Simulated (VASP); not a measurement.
A run of VASP 6.6.1:

The input INCAR:

```
  PREC = Accurate
  ENCUT = 520
  EDIFF = 1E-6
  ISMEAR = 0
  SIGMA = 0.15
  LREAL = F
  LASPH = T
  NELM = 80
  ALGO = Fast
  ISIF = 2
  LWAVE = F
  LCHARG = F
  GGA = PE
  NBANDS = 11
```

KPOINTS

```
regular mesh
0
Gamma
  22 22 22
```

The input POSCAR:

```
Pt
1.0
   -1.5208512000      1.5208512000      1.7109576000
    1.5208512000     -1.5208512000      1.7109576000
    1.5208512000      1.5208512000     -1.7109576000
Pt
1
Direct
    0.0000000000      0.0000000000      0.0000000000
```

Potentials or basis: VASP PAW PBE potentials, release 64 (Pt).

Launch:

```bash
$ cat potpaw_PBE.64/Pt/POTCAR > POTCAR
$ mpirun -np 1 vasp_std > vasp.out
```

Hardware: 1 thread of Intel Xeon 8259CL, with other jobs on the host.

Q: How long does it take, and how much memory?

A: It took 2.8 min on 1 thread of Intel Xeon 8259CL, on a shared host, peak memory 0.25 GiB. Counts: scf iterations 12, k points 834.
